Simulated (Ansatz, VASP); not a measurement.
**CuO: VASP beside Ansatz**

INCAR

```
SYSTEM = CuO
PREC = Accurate
ENCUT = 520
EDIFF = 1E-6
ISMEAR = -1
SIGMA = 0.05
LREAL = .FALSE.
LASPH = .TRUE.
NELM = 100
ALGO = Normal
ISIF = 2
LWAVE = .FALSE.
LCHARG = .TRUE.
GGA = PE
LELF = .TRUE.
LVHAR = .TRUE.
NBANDS = 25
```

KPOINTS

```
Automatic mesh
0
G
  10 10 6
  0 0 0
```

POSCAR

```
CuO
1.0
    0.0000000000     -2.1023544713     -2.1023544713
   -2.1023544713      0.0000000000     -2.1023544713
    2.1023544713      2.1023544713     -4.2047089426
Cu O
2 2
Direct
    0.5038875400      0.4769880100      0.4880064000
    0.0038875400      0.9769880100      0.9880064000
    0.7461124600      0.7730119900      0.7619936000
    0.2461124600      0.2730119900      0.2619936000
```

input.yaml

```yaml
crystal:
  lattice:
    - [0.0, -2.1023544713, -2.1023544713]
    - [-2.1023544713, 0.0, -2.1023544713]
    - [2.1023544713, 2.1023544713, -4.2047089426]
  atoms:
    - { symbol: Cu, position: [0.50388754, 0.47698801, 0.4880064] }
    - { symbol: Cu, position: [0.00388754, 0.97698801, 0.9880064] }
    - { symbol: O, position: [0.74611246, 0.77301199, 0.7619936] }
    - { symbol: O, position: [0.24611246, 0.27301199, 0.2619936] }
kpoints:
  mp_grid: { grid: [10, 10, 6] }
scf:
  occupations: { method: fermi_dirac, width: 0.05 }
hamiltonian:
  xc: pbe
  pseudopotentials: { kind: all_electron, lapw: { basis_error: 0.001 } }
output:
  forces: true
  stress: true
  eigenvalues: true
```

Change from the starting cell: volume scaled by 0.98.

Alike in both runs: task single point; functional PBE; k mesh 10 × 10 × 6; occupations fermi-dirac, width 0.05 eV; no spin polarisation.

|  | VASP | Ansatz |
| --- | --- | --- |
| version | VASP 6.6.1 | Ansatz 0.2.0 |
| potentials or method | VASP PAW PBE potentials, release 64 (Cu, O), cutoff 520 eV | all-electron LAPW, scalar-relativistic |

|  | VASP | Ansatz | Ansatz less VASP |
| --- | --- | --- | --- |
| gap on the k mesh at the Fermi level (eV) | none | none | - |
| pressure (GPa) | 10.3 | 9.8 | -0.50 |
| traceless stress, the component that is largest in VASP (GPa) | 5.69 | 5.41 | -0.273 |
| rms of the force components (eV/Å) | 0.788 | 0.757 | -0.0304 |

Atom by atom the forces differ by 0.030 eV/Å (rms over components). A gap of «none» marks a metal or a gap that the smearing closes. Ansatz ran all-electron here, and VASP with PAW potentials.
